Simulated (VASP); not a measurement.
A run of VASP 6.6.1 is set up as follows.

The input INCAR:

```
PREC = Accurate
ENCUT = 520
EDIFF = 1E-7
ISMEAR = 0
SIGMA = 0.01
LREAL = F
LASPH = T
NELM = 100
ALGO = Normal
ISIF = 2
LWAVE = F
LCHARG = F
GGA = PE
NBANDS = 11
```

Contents of KPOINTS:

```
regular mesh
0
Gamma
  6 6 6
```

Contents of POSCAR:

```
BeTe
1.0
    0.0000000000      2.8318743597      2.8318743597
    2.8318743597      0.0000000000      2.8318743597
    2.8318743597      2.8318743597      0.0000000000
Be Te
1 1
Direct
    0.0000000000      0.0000000000      0.0000000000
    0.2500000000      0.2500000000      0.2500000000
```

Potentials or basis: VASP PAW PBE potentials, release 64 (Be, Te).

Command:

```console
$ cat potpaw_PBE.64/Be/POTCAR potpaw_PBE.64/Te/POTCAR > POTCAR
$ mpirun -np 1 vasp_std > vasp.out
```

Task: What does it give for the pressure?

Result: 0.2 GPa.

Task: What does it give for the band gap on the k mesh?

Result: 2.01 eV, indirect (least direct gap 3.62 eV).

Caveat: spin-orbit coupling is left out, which moves the levels of the heavy elements. A hybrid or GW would open this gap; PBE tends to underestimate it.
